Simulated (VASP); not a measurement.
A run of VASP 6.6.1 is set up as follows.

INCAR

```
  ALGO = Normal
  EDIFF = 1E-6
  ENCUT = 500
  GGA = PS
  GGA_COMPAT = False
  ISIF = 2
  ISMEAR = 0
  LASPH = True
  LCHARG = False
  LREAL = False
  LWAVE = False
  NBANDS = 12
  NELM = 120
  PREC = Accurate
  SIGMA = 0.1
```

Contents of KPOINTS:

```
k-points
0
Gamma
  9 9 9
```

POSCAR

```
Al
1.0
    1.4269354841      0.8238415859      6.9046735921
   -1.4269354841      0.8238415859      6.9046735921
    0.0000000000     -1.6476831717      6.9046735921
Al
3
Direct
    0.0000000000      0.0000000000      0.0000000000
    0.2224140069      0.2224140069      0.2224140069
    0.7775859931      0.7775859931      0.7775859931
```

Potentials or basis: VASP PAW PBE potentials, release 64 (Al).

The run is started by

```bash
$ cat potpaw_PBE.64/Al/POTCAR > POTCAR
$ mpirun -np 1 vasp_std > vasp.out
```

**Question.** Predict the band gap on the k mesh.

**Answer.** Zero (an odd number of electrons rules out a gap without spin polarisation).

**Question.** What does it give for the pressure?

**Answer.** 0.3 GPa.

Stress tensor (GPa, compression positive):
```
0.30 0.00 0.00
0.00 0.30 0.00
0.00 0.00 0.22
```

Caveat: the PAW data sets were made with another functional, which shifts forces and pressure a little.
